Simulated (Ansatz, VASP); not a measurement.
Two plane-wave programs on BeS

File INCAR:

```
ALGO = Normal ; EDIFF = 1E-6
ENCUT = 600 ; GGA = PS
GGA_COMPAT = F ; ISIF = 2
ISMEAR = 0 ; LASPH = T
LCHARG = F ; LREAL = F
LWAVE = F ; NBANDS = 11
NELM = 120 ; PREC = Accurate
SIGMA = 0.1
```

File KPOINTS:

```
k-points
0
Gamma
  6 6 6
```

Contents of POSCAR:

```
BeS
1.0
    0.0000000000      2.4350000000      2.4350000000
    2.4350000000      0.0000000000      2.4350000000
    2.4350000000      2.4350000000      0.0000000000
Be S
1 1
Direct
    0.0000000000      0.0000000000      0.0000000000
    0.2500000000      0.2500000000      0.2500000000
```

Input for Ansatz:

```yaml
crystal:
  lattice:
    - [0.0, 2.435, 2.435]
    - [2.435, 0.0, 2.435]
    - [2.435, 2.435, 0.0]
  atoms:
    - { symbol: Be, position: [0.0, 0.0, 0.0] }
    - { symbol: S, position: [0.25, 0.25, 0.25] }
basis:
  ecutwfc: 420
kpoints:
  mp_grid: { grid: [6, 6, 6] }
hamiltonian:
  xc: pbesol
  pseudopotentials: { kind: paw, azcp: { folder: soft_1 } }
scf:
  occupations: { method: gaussian, width: 0.1 }
output:
  forces: true
  stress: true
  eigenvalues: true
```

Alike in both runs: task single point; functional PBEsol; k mesh 6 × 6 × 6; occupations gaussian, width 0.1 eV; no spin polarisation.

```csv
,VASP,Ansatz
version,VASP 6.6.1,Ansatz 0.2.0
potentials or method,"VASP PAW PBE potentials, release 64 (Be, S), cutoff 600 eV","scalar-relativistic, plane waves, PAW"
valence electrons in the cell,8,8
```

```tsv
	VASP	Ansatz	Ansatz less VASP
gap on the k mesh at the Fermi level (eV)	2.95	2.95	-0.002
least direct gap on the mesh (eV)	5.58	5.58	-0.006
pressure (GPa)	-1.6	-1.8	-0.20
```

VASP's potentials were made for PBE, not for PBEsol, and Ansatz warns of the same on its side. The functional is the same, so the differences come from potentials, cutoffs and numerics.
